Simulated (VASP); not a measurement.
# Mg: relaxation of cell and atoms with BLYP+D4

Mg:

```
Mg
1.0
     3.05030    0.00000    0.00000
    -1.52515    2.64164    0.00000
     0.00000    0.00000    3.04484
Mg
1
Direct
  0.00000 0.00000 0.00000
```

```
Program                : VASP 6.6.1
Task                   : relaxation of cell and atoms
Functional             : BLYP
Dispersion             : D4
Potentials or basis    : VASP PAW PBE potentials, release 64 (Mg)
Cutoff                 : 600 eV
k mesh                 : 10 × 10 × 9
Occupations            : methfessel-paxton, width 0.2 eV
Spin                   : no spin polarisation
Dipole correction      : no
Further INCAR settings : ALGO = Normal; EDIFF = 1e-06; IBRION = 2; EDIFFG = -0.005; NSW = 80; ISIF = 3
```

```yaml
Relaxed_volume: 24.91 Å³/atom
Relaxed_cell: a = 3.062 Å, b = 3.062 Å, c = 3.068 Å, α = 90.00°, β = 90.00°, γ = 120.00°
Space_group_after_relaxing_to_0.05_Å: P6/mmm (No. 191)
Energy_gained_by_relaxing: 0.5 meV/atom
Ionic_steps: 6
Pressure_after_relaxing: 0.0 GPa
Band_gap_on_the_k_mesh: zero (band 1 reaches 4.41 eV, above the bottom of band 2 at 1.01 eV)
Dispersion_energy_per_atom: -0.286 eV
```

The path:
| step | energy change (eV) | largest force (eV/Å) | pressure (GPa) | volume (Å³) |
| --- | --- | --- | --- | --- |
| 1 | 0.0000 | 0.0000 | 0.38 | 24.53 |
| 2 | -0.0004 | 0.0000 | 0.16 | 24.74 |
| 3 | -0.0005 | 0.0000 | 0.03 | 24.86 |
| 4 | -0.0005 | 0.0000 | -0.01 | 24.90 |
| 5 | -0.0005 | 0.0000 | -0.02 | 24.91 |
| 6 | -0.0005 | 0.0000 | -0.01 | 24.91 |

Final structure:
```yaml
crystal:
  lattice:
    - [3.06187, 0.00000, 0.00000]
    - [-1.53093, 2.65166, 0.00000]
    - [0.00000, 0.00000, 3.06757]
  atoms:
    - { symbol: Mg, position: [0.00000, 0.00000, 0.00000] }
```

Levels at points of the mesh, in eV from the Fermi level:
```
           k point  band 1  band 2  band 3  band 4
(0.00, 0.00, 0.00)   -6.53    7.92    8.53   12.52
(0.50, 0.00, 0.00)   -1.44   -1.17    8.18    8.54
```

Wall time 17 s on 1 thread of Intel(R) Xeon(R) 6975P-C (Granite Rapids) (shared host), peak memory 0.14 GiB.

Caveat: the PAW data sets were made with another functional, which shifts forces and pressure a little; pairwise dispersion overbinds metals, which lowers pressure and volume.
